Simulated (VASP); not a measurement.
# ZnO: single point with r2SCAN

The system is ZnO.

```xyz
4
Lattice="3.2349 0.0000 0.0000 -1.6174 2.8015 0.0000 0.0000 0.0000 5.2123" Properties=species:S:1:pos:R:3 pbc="T T T"
Zn    1.6174    0.9338    2.6084
Zn    0.0000    1.8677    0.0022
O     1.6174    0.9338    4.5862
O     0.0000    1.8677    1.9801
```

* Program: VASP 6.6.1
* Task: single point
* Functional: r2SCAN
* Potentials or basis: VASP PAW PBE potentials, release 64 (Zn, O_h)
* Cutoff: 910 eV
* k mesh: 12 × 12 × 6
* Occupations: gaussian, width 0.02 eV
* Spin: no spin polarisation

```yaml
Pressure: 0.8 GPa
Band_gap_on_the_k_mesh: 1.24 eV
```

Levels at points of the mesh, in eV from the valence-band top:
```
           k point  band 16  band 17  band 18  band 19  band 20  band 21
(0.00, 0.00, 0.00)    -0.09     0.00     0.00     1.24     5.88     8.83
(0.50, 0.00, 0.00)    -2.33    -1.31    -0.87     6.44     7.36     8.08
(0.00, 0.00, 0.50)    -0.40    -0.40    -0.40     3.94     3.94    10.83
(0.50, 0.00, 0.50)    -1.55    -1.41    -1.41     6.26     6.26     9.18
```

Wall time 10 min on 1 thread of Intel(R) Xeon(R) Platinum 8259CL CPU @ 2.50GHz (Skylake/Cascade Lake), on a shared host, peak memory 0.37 GiB.

Caveat: the cutoff is under 1.25 times the usual one of these potentials, so pressure, stress and relaxed cells hold a basis-set (Pulay) error; the PAW data sets were made with another functional, which shifts forces and pressure a little.
